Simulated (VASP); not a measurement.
## Si: single point with r2SCAN

Si:

```
Si
1.0
    -3.32544    3.32544    1.84549
     3.32544   -3.32544    1.84549
     3.32544    3.32544   -1.84549
Si
4
Direct
  0.17880 0.17880 0.35760
  0.82120 0.82120 0.64240
  0.17880 0.82120 0.00000
  0.82120 0.17880 0.00000
```

This cell differs from its parent crystal: strain +0.000 along x and y, -0.040 along z.

* Program: VASP 6.6.1
* Task: single point
* Functional: r2SCAN
* Potentials or basis: VASP PAW PBE potentials, release 64 (Si)
* Cutoff: 520 eV
* k mesh: 10 × 10 × 10
* Occupations: gaussian, width 0.03 eV
* Spin: no spin polarisation
* Dipole correction: no
* Further INCAR settings: ALGO = Normal; EDIFF = 1e-07; NBANDS = 16

```json
{
  "Pressure": "4.2 GPa",
  "Largest force": "0.460 eV/Å",
  "Band gap on the k mesh": "0.46 eV (least direct gap 1.09 eV)"
}
```

Forces on the atoms (eV/Å):
```
Si  -0.325 -0.325  0.000
Si   0.325  0.325  0.000
Si   0.325 -0.325  0.000
Si  -0.325  0.325  0.000
```

Stress tensor (GPa, compression positive):
```
 1.27  0.00  0.00
 0.00  1.27  0.00
 0.00  0.00 10.02
```

Levels at points of the mesh, in eV from the valence-band top:
```csv
k point,band 4,band 5,band 6,band 7,band 8,band 9,band 10,band 11,band 12,band 13
"(0.00, 0.00, 0.00)",-5.87,-4.03,-1.33,-1.33,-0.49,1.75,1.75,1.99,2.94,2.94
"(0.50, 0.00, 0.00)",-6.55,-4.69,-3.68,-2.48,-1.62,1.00,2.63,3.24,3.76,4.52
"(0.50, 0.50, 0.00)",-5.12,-3.12,-2.16,-1.82,-1.46,2.19,2.36,2.57,4.30,4.95
"(0.50, 0.50, 0.50)",-5.40,-2.79,-0.05,0.00,0.00,1.09,3.48,3.92,4.74,5.17
```

It took 11 min on 1 thread of AMD EPYC 7R43 64-Core Processor (Zen 3) (shared host), peak memory 0.26 GiB.

Caveat: the cell differs from its parent crystal (strain +0.000 along x and y, -0.040 along z); the cell stands under pressure; the PAW data sets were made with another functional, which shifts forces and pressure a little. A k mesh can miss the band edges.
